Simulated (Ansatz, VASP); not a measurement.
## Two plane-wave programs on NaCl

```
Na Cl
1.0
     3.89227    0.00000    0.00000
    -1.94614    3.37081    0.00000
     0.00000    0.00000    6.73682
Na Cl
2 2
Direct
  0.00000 0.00000 0.00000
  0.00000 0.00000 0.50000
  0.33333 0.66667 0.25000
  0.66667 0.33333 0.75000
```

Alike in both runs: task single point; functional PBE; k mesh 6 × 6 × 4; no spin polarisation.

```csv
,VASP,Ansatz
version,VASP 6.6.1,Ansatz 0.2.0
potentials or method,"VASP PAW PBE potentials, release 64 (Na_pv, Cl)","plane waves, PAW"
plane-wave cutoff (eV),520,420
occupations,"gaussian, width 0.01 eV",fixed
valence electrons in the cell,28,32
```

```tsv
	VASP	Ansatz	Ansatz less VASP
gap on the k mesh at the Fermi level (eV)	5.07	5.07	0.000
```

VASP's potentials hold 28 valence electrons a cell and Ansatz's 32, so a difference there can come from the potentials and not from the codes.
